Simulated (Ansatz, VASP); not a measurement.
LiH in VASP and in Ansatz

```xyz
4
Lattice="3.2548 0.0000 0.0000 -1.6274 2.8188 0.0000 0.0000 0.0000 4.0691" Properties=species:S:1:pos:R:3 pbc="T T T"
Li    0.0000    1.8792    1.0173
Li    1.6274    0.9396    3.0518
H     1.6274    0.9396    1.0173
H     0.0000    1.8792    3.0518
```

Alike in both runs: task single point; functional r2SCAN; k mesh 12 × 12 × 6; no spin polarisation.

|  | VASP | Ansatz |
| --- | --- | --- |
| version | VASP 6.6.1 | Ansatz 0.2.0 |
| potentials or method | VASP PAW PBE potentials, release 64 (Li_sv, H) | plane waves, PAW |
| plane-wave cutoff (eV) | 520 | 500 |
| occupations | gaussian, width 0.01 eV | fixed |
| valence electrons in the cell | 8 | 8 |

Ansatz gave:

* gap on the k mesh at the Fermi level (eV): 2.34

Q: What did VASP give for the same quantities?

A: gap on the k mesh at the Fermi level (eV): 2.30.

VASP's potentials were made for PBE, not for r2SCAN.

Noted on VASP's run: the cutoff is under 1.25 times that of the potentials, so the pressure is a little rough.
